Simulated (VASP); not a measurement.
B2P5: single point with PBE

B2P5:

```
CELL_PARAMETERS angstrom
3.24927 0.00000 0.00000
-1.62464 2.81395 0.00000
0.00000 0.00000 23.03717
ATOMIC_POSITIONS crystal
B 0.33333 0.66667 0.11240
B 0.00000 0.00000 0.22600
B 0.66667 0.33333 0.88760
B 0.00000 0.00000 0.77400
P 0.00000 0.00000 0.36192
P 0.33333 0.66667 0.41547
P 0.00000 0.00000 0.63808
P 0.66667 0.33333 0.58453
P 0.33333 0.66667 0.02633
P 0.00000 0.00000 0.14037
P 0.66667 0.33333 0.25351
P 0.66667 0.33333 0.97367
P 0.00000 0.00000 0.85963
P 0.33333 0.66667 0.74649
```

```json
{"Program": "VASP 6.6.1", "Task": "single point", "Functional": "PBE", "Potentials or basis": "VASP PAW PBE potentials, release 64 (B, P)", "Cutoff": "520 eV", "k mesh": "12 × 12 × 2", "Occupations": "gaussian, width 0.1 eV", "Spin": "no spin polarisation"}
```

The pressure is -0.3 GPa. The largest force is 0.086 eV/Å. The band gap on the k mesh is zero (band 31 reaches 8.42 eV, above the bottom of band 32 at 6.29 eV).

Forces in eV/Å, atoms in the order of the input:
```
B    0.000  0.000  0.005
B    0.000  0.000  0.003
B    0.000  0.000 -0.005
B    0.000  0.000 -0.003
P    0.000  0.000  0.086
P    0.000  0.000 -0.079
P    0.000  0.000 -0.086
P    0.000  0.000  0.079
P    0.000  0.000 -0.033
P    0.000  0.000  0.000
P    0.000  0.000 -0.018
P    0.000  0.000  0.033
P    0.000  0.000  0.000
P    0.000  0.000  0.018
```

Levels at points of the mesh, in eV from the Fermi level:
| k point | band 27 | band 28 | band 29 | band 30 | band 31 | band 32 | band 33 | band 34 | band 35 | band 36 |
| --- | --- | --- | --- | --- | --- | --- | --- | --- | --- | --- |
| (0.00, 0.00, 0.00) | -0.81 | -0.69 | -0.69 | 0.97 | 1.30 | 1.55 | 1.63 | 1.63 | 2.51 | 2.85 |
| (0.50, 0.00, 0.00) | -2.75 | -2.65 | -2.53 | -1.24 | -1.00 | -0.44 | -0.42 | 1.06 | 1.12 | 1.38 |
| (0.00, 0.00, 0.50) | -0.81 | -0.69 | -0.69 | 0.56 | 1.55 | 1.63 | 1.63 | 1.75 | 2.37 | 2.86 |
| (0.50, 0.00, 0.50) | -2.65 | -2.63 | -2.53 | -1.20 | -1.13 | -0.42 | -0.36 | 1.05 | 1.12 | 1.47 |

Wall time 13 min on 1 thread of AMD EPYC 7R13, on a shared host, peak memory 0.43 GiB.

Caveat: this functional lacks dispersion, which binds the layers, so the pressure and a relaxed spacing across them are unreliable.
